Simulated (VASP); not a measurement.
Set up this calculation in VASP 6.6.1, as the native input.

* Task: single point
* Functional: PBEsol
* Potentials or basis: VASP PAW PBE potentials, release 64 (N, B)
* Cutoff: 520 eV
* k mesh: 12 × 12 × 6
* Occupations: fermi-dirac, width 0.05 eV
* Spin: no spin polarisation
* Dipole correction: no
* Further INCAR settings: ALGO = Normal; EDIFF = 1e-06; NBANDS = 16

The structure of BN lies in POSCAR:

```
BN
1.0
    2.5539396017      0.0000000000      0.0000000000
   -1.2769698009      2.2117765748      0.0000000000
    0.0000000000      0.0000000000      4.2268550000
N B
2 2
Direct
    0.3333333333      0.6666666667      0.1252760000
    0.6666666667      0.3333333333      0.6252760000
    0.3333333333      0.6666666667      0.4997240000
    0.6666666667      0.3333333333      0.9997240000
```

One way to write it, as run:

INCAR

```
ALGO = Normal
EDIFF = 1E-6
ENCUT = 520
GGA = PS
ISIF = 2
ISMEAR = -1
LASPH = T
LCHARG = F
LREAL = F
LWAVE = F
NBANDS = 16
NELM = 80
PREC = Accurate
SIGMA = 0.05
```

KPOINTS

```
k-points
0
Gamma
  12 12 6
```

Potentials or basis: VASP PAW PBE potentials, release 64 (N, B).

Launch:

```console
$ cat potpaw_PBE.64/N/POTCAR potpaw_PBE.64/B/POTCAR > POTCAR
$ mpirun -np 1 vasp_std > vasp.out
```

Results of the run:

```
Pressure               : -5.4 GPa
Largest force          : 0.010 eV/Å
Band gap on the k mesh : 4.97 eV, indirect (least direct gap 8.15 eV)
```

Caveat: the PAW data sets were made with another functional, which shifts forces and pressure a little.

Run time: 12 s on 1 thread of AMD EPYC 9R45 96-Core Processor (Zen 5), with other jobs on the host, peak memory 0.11 GiB.
